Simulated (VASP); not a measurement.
# ZnCu (Pm-3m) in VASP: a series of runs, part 2 of 2

VASP 6.6.1. Earlier steps stand in the parts before.

### Step 4. Single point, PBEsol (volume scaled by 1.02)

INCAR reads:

```
SYSTEM = ZnCu
PREC     = Accurate       ! precision mode
ENCUT    = 520            ! plane-wave cutoff, eV
EDIFF    = 1E-7           ! SCF threshold, eV
ISMEAR   = -1             ! smearing method
SIGMA    = 0.05           ! smearing width, eV
LREAL    = .False.        ! projectors in reciprocal space
LASPH    = .True.         ! aspherical terms in the spheres
NELM     = 100            ! most SCF steps
ALGO     = Normal         ! electronic algorithm
ISIF     = 2              ! what is computed and relaxed
LWAVE    = .False.        ! write WAVECAR
LCHARG   = .False.        ! write CHGCAR
GGA      = PS             ! functional
NBANDS   = 18             ! bands
```

KPOINTS reads:

```
Automatic mesh
0
Gamma
  9 9 9
  0 0 0
```

POSCAR reads:

```
ZnCu
1.0
    2.9645038797      0.0000000000      0.0000000000
    0.0000000000      2.9645038797      0.0000000000
    0.0000000000      0.0000000000      2.9645038797
Zn Cu
1 1
Direct
    0.5000000000      0.5000000000      0.5000000000
    0.0000000000      0.0000000000      0.0000000000
```

Potentials or basis: VASP PAW PBE potentials, release 64 (Zn, Cu).

Run with:

```bash
$ cat potpaw_PBE.64/Zn/POTCAR potpaw_PBE.64/Cu/POTCAR > POTCAR
$ mpirun -np 1 vasp_std > vasp.out
```

OUTCAR:

```text
SYSTEM = ZnCu
   PREC = Accurate
   ENCUT = 520
   EDIFF = 1E-7
   ISMEAR = -1
   LREAL = .False.
   LASPH = .True.
   NELM = 100
   ISIF = 2
   GGA = PS

 ion  position               nearest neighbor table
   1  0.500  0.500  0.500-   2 2.57   2 2.57   2 2.57   2 2.57   2 2.57   2 2.57   2 2.57   2 2.57

   2  0.000  0.000  0.000-   1 2.57   1 2.57   1 2.57   1 2.57   1 2.57   1 2.57   1 2.57   1 2.57

  LATTYP: Found a simple cubic cell.
 ALAT       =     2.9645038797

  Lattice vectors:

 A1 = (   2.9645038797,   0.0000000000,   0.0000000000)
 A2 = (   0.0000000000,   2.9645038797,   0.0000000000)
 A3 = (   0.0000000000,   0.0000000000,   2.9645038797)

Analysis of symmetry for initial positions (statically):
=====================================================================
 Subroutine PRICEL returns:
 Original cell was already a primitive cell.

 Routine SETGRP: Setting up the symmetry group for a
 simple cubic supercell.

 Subroutine GETGRP returns: Found 48 space group operations
 (whereof 48 operations were pure point group operations)
 out of a pool of 48 trial point group operations.

The static configuration has the point symmetry O_h .

Analysis of symmetry for dynamics (positions and initial velocities):
=====================================================================
 Subroutine PRICEL returns:
 Original cell was already a primitive cell.

 Routine SETGRP: Setting up the symmetry group for a
 simple cubic supercell.

 Subroutine GETGRP returns: Found 48 space group operations
 (whereof 48 operations were pure point group operations)
 out of a pool of 48 trial point group operations.

The dynamic configuration has the point symmetry O_h .

 Subroutine INISYM returns: Found 48 space group operations
[... 104 lines left out ...]
   ISYM   =      2    0-nonsym 1-usesym 2-fastsym
   POTIM  = 0.5000    time-step for ionic-motion
   TEBEG  =    0.0;   TEEND  =   0.0 temperature during run
   PSTRESS=    0.0 pullay stress
   NELECT =      23.0000    total number of electrons
   NUPDOWN=      -1.0000    fix difference up-down
   EMIN   =  10.00;   EMAX   =-10.00  energy-range for DOS
   EFERMI =   0.00;   METHOD = LEGACY
   ISMEAR =    -1;   SIGMA  =   0.05  broadening in eV -4-tet -1-fermi 0-gaus
   EFERMI_NEDOS =   21; number of points for ismear=-14 and -15
   IALGO  =     38    algorithm
   IMIX   =      4    mixing-type and parameters
     AMIX     =   0.40;   BMIX     =  1.00
     AMIX_MAG =   1.60;   BMIX_MAG =  1.00
  volume/ion in A,a.u.               =      13.03        87.91
  Fermi-wavevector in a.u.,A,eV,Ry     =   1.570479  2.967775 33.557460  2.466404
  Thomas-Fermi vector in A             =   2.672206
   LORBIT       =      0    0 simple, 1 ext, 2 COOP (PROOUT), +10 PAW based schemes
   GGA     = PS    functional components
   LHFCALC =     F    Hartree Fock is set to
   AEXX    =    0.0000 exact exchange contribution
   IVDW    =     0    specifies the selected vdW correction
   LEPSILON=     F    determine dielectric tensor
   LRPA    =     F    only Hartree local field effects (RPA)
 non-spin polarized calculation
  energy-cutoff  :      520.00
  volume of cell :       26.05
 maximum number of plane-waves:       739
 NGX is ok and might be reduce to    24
   NGX = 11   NGY = 11   NGZ = 11

 number of electron      23.0000020 magnetization

 Free energy of the ion-electron system (eV)
  ---------------------------------------------------
  ext. energy  EPLUGINS =         0.00000000
  ---------------------------------------------------
  free energy    TOTEN  =        -6.05765211 eV

  energy without entropy =       -6.05324069  energy(sigma->0) =       -6.05544640

 E-fermi :   5.2272     XC(G=0): -12.4541

 val. band max:        5.1700170017   @ k =   0.3333   0.3333   0.0000
 cond. band min:       5.3556838272   @ k =   0.4444   0.4444   0.2222
 fundamental gap:      0.1856668255
 Fermi energy:         5.2272143306

 k-point     1 :       0.0000    0.0000    0.0000
  band No.  band energies     occupation
      1      -5.0356      2.00000
      2      -2.5754      2.00000
      3      -2.5754      2.00000
      4      -1.9092      2.00000
      5      -1.9092      2.00000
      6      -1.9092      2.00000
[... 481 lines left out ...]
      5      -1.8235      2.00000
      6       0.1628      2.00000
[... 10 lines left out ...]
     17      20.2454      0.00000
     18      21.3527      0.00000

 [... further k-points ...]
[... 5 lines left out ...]
  --------------------------------------------------------------------------------------
  -------------------------------------------------------------------------------------
  Total       -0.9693237     -0.9693237     -0.9693237      0.0000000      0.0000000     -0.0000000
  in kB      -59.6105799    -59.6105799    -59.6105799      0.0000000      0.0000000     -0.0000000
  external PRESSURE =     -59.6105799 kB  Pullay stress =       0.0000000 kB

 VOLUME and BASIS-vectors are now :
 -----------------------------------------------------------------------------
  energy-cutoff  :      520.00
  volume of cell :       26.05
      direct lattice vectors                 reciprocal lattice vectors
     2.964503880  0.000000000  0.000000000     0.337324571  0.000000000  0.000000000
     0.000000000  2.964503880  0.000000000     0.000000000  0.337324571  0.000000000
     0.000000000  0.000000000  2.964503880     0.000000000  0.000000000  0.337324571

 POSITION                                       TOTAL-FORCE (eV/Angst)
 -----------------------------------------------------------------------------------
      1.48225      1.48225      1.48225         0.000000      0.000000      0.000000
      0.00000      0.00000      0.00000         0.000000      0.000000      0.000000
 -----------------------------------------------------------------------------------
    total drift:                                0.000000      0.000000     -0.000000

  FREE ENERGIE OF THE ION-ELECTRON SYSTEM (eV)
  ---------------------------------------------------
  free  energy   TOTEN  =        -6.0576521132 eV

  energy  without entropy=       -6.0532406854  energy(sigma->0) =       -6.05544640
```

stdout:

```text
POSCAR found type information on POSCAR ZnCu
 POSCAR found :  2 types and       2 ions
 scaLAPACK will be used
 -----------------------------------------------------------------------------
|                                                                             |
|                                                                             |
|     You enforced a specific xc type in the INCAR file but a different       |
|     I HOPE YOU KNOW WHAT YOU ARE DOING!                                     |
|                                                                             |
 -----------------------------------------------------------------------------

 LDA part: xc-table for (Slater+PW92), standard interpolation
 POSCAR, INCAR and KPOINTS ok, starting setup
 FFT: planning ... GRIDC
 FFT: planning ... GRID_SOFT
 FFT: planning ... GRID
 WAVECAR not read
 entering main loop
```

Wall time 32 s (1 thread of AMD EPYC 7R13, shared host); peak memory 0.12 GiB.

What came out:

```yaml
Free_energy: -6.0577 eV
Pressure: -6.0 GPa
```

Caveat: the PAW data sets were made with another functional, which shifts forces and pressure a little.

### Step 5. Single point, PBEsol (volume scaled by 1.04)

INCAR reads:

```
PREC = Accurate ; ENCUT = 520
EDIFF = 1E-6 ; ISMEAR = -1
SIGMA = 0.05 ; LREAL = F
LASPH = T ; NELM = 100
ALGO = Fast ; ISIF = 2
LWAVE = F ; LCHARG = F
GGA = PS ; NBANDS = 18
```

KPOINTS reads:

```
regular mesh
0
Gamma
  9 9 9
```

POSCAR reads:

```
ZnCu
1.0
    2.9837544443      0.0000000000      0.0000000000
    0.0000000000      2.9837544443      0.0000000000
    0.0000000000      0.0000000000      2.9837544443
Zn Cu
1 1
Direct
    0.5000000000      0.5000000000      0.5000000000
    0.0000000000      0.0000000000      0.0000000000
```

Potentials or basis: VASP PAW PBE potentials, release 64 (Zn, Cu).

Run with:

```bash
$ cat potpaw_PBE.64/Zn/POTCAR potpaw_PBE.64/Cu/POTCAR > POTCAR
$ mpirun -np 1 vasp_std > vasp.out
```

OUTCAR:

```text
PREC = Accurate
   ENCUT = 520
   EDIFF = 1E-6
   ISMEAR = -1
   LREAL = F
   LASPH = T
   NELM = 100
   ISIF = 2
   GGA = PS

 ion  position               nearest neighbor table
   1  0.500  0.500  0.500-   2 2.58   2 2.58   2 2.58   2 2.58   2 2.58   2 2.58   2 2.58   2 2.58

   2  0.000  0.000  0.000-   1 2.58   1 2.58   1 2.58   1 2.58   1 2.58   1 2.58   1 2.58   1 2.58

  LATTYP: Found a simple cubic cell.
 ALAT       =     2.9837544443

  Lattice vectors:

 A1 = (   2.9837544443,   0.0000000000,   0.0000000000)
 A2 = (   0.0000000000,   2.9837544443,   0.0000000000)
 A3 = (   0.0000000000,   0.0000000000,   2.9837544443)

Analysis of symmetry for initial positions (statically):
=====================================================================
 Subroutine PRICEL returns:
 Original cell was already a primitive cell.

 Routine SETGRP: Setting up the symmetry group for a
 simple cubic supercell.

 Subroutine GETGRP returns: Found 48 space group operations
 (whereof 48 operations were pure point group operations)
 out of a pool of 48 trial point group operations.
[... 155 lines left out ...]

 Free energy of the ion-electron system (eV)
  ---------------------------------------------------
  ext. energy  EPLUGINS =         0.00000000
  ---------------------------------------------------
  free energy    TOTEN  =        -6.03573674 eV

  energy without entropy =       -6.03113672  energy(sigma->0) =       -6.03343673

 E-fermi :   5.0473     XC(G=0): -12.3460

 val. band max:        5.0041526359   @ k =   0.3333   0.3333   0.0000
 cond. band min:       5.1656850523   @ k =   0.3333   0.2222   0.1111
 fundamental gap:      0.1615324164
 Fermi energy:         5.0473475619

 k-point     1 :       0.0000    0.0000    0.0000
  band No.  band energies     occupation
      1      -5.0669      2.00000
      2      -2.6933      2.00000
      3      -2.6933      2.00000
      4      -2.0571      2.00000
      5      -2.0571      2.00000
      6      -2.0571      2.00000
[... 481 lines left out ...]
      5      -1.9732      2.00000
      6       0.0498      2.00000
[... 10 lines left out ...]
     17      19.8771      0.00000
     18      20.9703      0.00000

 [... further k-points ...]
[... 5 lines left out ...]
  --------------------------------------------------------------------------------------
  -------------------------------------------------------------------------------------
  Total       -1.2426187     -1.2426187     -1.2426187      0.0000000      0.0000000      0.0000000
  in kB      -74.9478573    -74.9478573    -74.9478573      0.0000000      0.0000000      0.0000000
  external PRESSURE =     -74.9478573 kB  Pullay stress =       0.0000000 kB

 VOLUME and BASIS-vectors are now :
 -----------------------------------------------------------------------------
  energy-cutoff  :      520.00
  volume of cell :       26.56
      direct lattice vectors                 reciprocal lattice vectors
     2.983754444  0.000000000  0.000000000     0.335148223  0.000000000  0.000000000
     0.000000000  2.983754444  0.000000000     0.000000000  0.335148223  0.000000000
     0.000000000  0.000000000  2.983754444     0.000000000  0.000000000  0.335148223

 POSITION                                       TOTAL-FORCE (eV/Angst)
 -----------------------------------------------------------------------------------
      1.49188      1.49188      1.49188         0.000000      0.000000      0.000000
      0.00000      0.00000      0.00000         0.000000      0.000000      0.000000
 -----------------------------------------------------------------------------------
    total drift:                                0.000000      0.000000     -0.000000

  FREE ENERGIE OF THE ION-ELECTRON SYSTEM (eV)
  ---------------------------------------------------
  free  energy   TOTEN  =        -6.0357367423 eV

  energy  without entropy=       -6.0311367237  energy(sigma->0) =       -6.03343673
```

It took 37 s on 1 thread of AMD EPYC 7R13, shared host; peak memory 0.11 GiB.

What came out:

* Free energy: -6.0357 eV
* Pressure: -7.5 GPa

Caveat: the PAW data sets were made with another functional, which shifts forces and pressure a little.

### Step 6. Single point, PBEsol (volume scaled by 1.06)

INCAR reads:

```
  PREC = Accurate
  ENCUT = 520
  EDIFF = 1E-7
  ISMEAR = -1
  SIGMA = 0.05
  LREAL = False
  LASPH = True
  NELM = 100
  ALGO = Normal
  ISIF = 2
  LWAVE = False
  LCHARG = False
  GGA = PS
  NBANDS = 18
```

KPOINTS is that of step 5.

POSCAR reads:

```
ZnCu
1.0
    3.0027597620      0.0000000000      0.0000000000
    0.0000000000      3.0027597620      0.0000000000
    0.0000000000      0.0000000000      3.0027597620
Zn Cu
1 1
Direct
    0.5000000000      0.5000000000      0.5000000000
    0.0000000000      0.0000000000      0.0000000000
```

Potentials or basis: VASP PAW PBE potentials, release 64 (Zn, Cu).

Run with:

```bash
$ cat potpaw_PBE.64/Zn/POTCAR potpaw_PBE.64/Cu/POTCAR > POTCAR
$ mpirun -np 1 vasp_std > vasp.out
```

Wall time 32 s (1 thread of AMD EPYC 7R13, shared host); peak memory 0.12 GiB.

The run converged. Its results:

| Quantity | Value |
| --- | --- |
| Free energy | -6.0081 eV |
| Pressure | -9.5 GPa |

Levels at points of the mesh, in eV from the Fermi level:
```tsv
k point	band 7	band 8	band 9	band 10	band 11	band 12	band 13	band 14	band 15	band 16
(0.00, 0.00, 0.00)	-3.46	-3.46	-2.68	-2.68	-2.68	5.94	5.94	5.94	10.85	10.85
```

Caveat: the PAW data sets were made with another functional, which shifts forces and pressure a little.

### Step 7. Summary

| cell | gap on the mesh (eV) | pressure (GPa) |
| --- | --- | --- |
| a = 2.905 Å, 2 atoms | none | 1.4 |
| a = 2.925 Å, 2 atoms | none | -1.4 |
| a = 2.965 Å, 2 atoms | none | -6.0 |
| a = 2.984 Å, 2 atoms | none | -7.5 |
| a = 3.003 Å, 2 atoms | none | -9.5 |

Alike in all rows: task single point; level PBEsol; potentials or basis VASP PAW PBE potentials, release 64 (Zn, Cu); no spin polarisation; k mesh 9 × 9 × 9; cutoff (eV) 520; smearing fermi-dirac 0.05 eV.

Caveats: the PAW data sets were made with another functional, which shifts forces and pressure a little.

Absolute energies hang on the potentials; compare differences alone.
